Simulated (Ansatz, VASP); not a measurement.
## LiH: VASP beside Ansatz

The input INCAR:

```
SYSTEM = LiH
ALGO = Normal ; EDIFF = 1E-6
ENCUT = 520 ; GGA = PE
ISIF = 2 ; ISMEAR = -1
LASPH = .True. ; LCHARG = .False.
LREAL = .False. ; LWAVE = .False.
NBANDS = 9 ; NELM = 100
PREC = Accurate ; SIGMA = 0.08
```

Contents of KPOINTS:

```
k-points
0
Gamma
  14 14 14
  0 0 0
```

The input POSCAR:

```
LiH
1.0
    0.0000000000      1.9832537454      1.9832537454
    1.9832537454      0.0000000000      1.9832537454
    1.9832537454      1.9832537454      0.0000000000
Li H
1 1
Direct
    0.0000000000      0.0000000000      0.0000000000
    0.5000000000      0.5000000000      0.5000000000
```

Input for Ansatz:

```yaml
crystal:
  lattice:
    - [0.0, 1.9832537454, 1.9832537454]
    - [1.9832537454, 0.0, 1.9832537454]
    - [1.9832537454, 1.9832537454, 0.0]
  atoms:
    - { symbol: Li, position: [0.0, 0.0, 0.0] }
    - { symbol: H, position: [0.5, 0.5, 0.5] }
kpoints:
  mp_grid: { grid: [14, 14, 14] }
scf:
  occupations: { method: fermi_dirac, width: 0.08 }
hamiltonian:
  xc: pbe
  pseudopotentials: { kind: all_electron, lapw: { basis_error: 0.001 } }
output:
  forces: true
  stress: true
  eigenvalues: true
```

Change from the starting cell: volume scaled by 0.97.

Alike in both runs: task single point; functional PBE; k mesh 14 × 14 × 14; occupations fermi-dirac, width 0.08 eV; no spin polarisation.

```csv
,VASP,Ansatz
version,VASP 6.6.1,Ansatz 0.2.0
potentials or method,"VASP PAW PBE potentials, release 64 (Li_sv, H), cutoff 520 eV","all-electron LAPW, scalar-relativistic"
```

|  | VASP | Ansatz | Ansatz less VASP |
| --- | --- | --- | --- |
| gap on the k mesh at the Fermi level (eV) | 2.96 | 2.96 | +0.005 |

Ansatz ran all-electron here, and VASP with PAW potentials.

Noted on VASP's run: the cutoff is short for stress, so the pressure is rough.
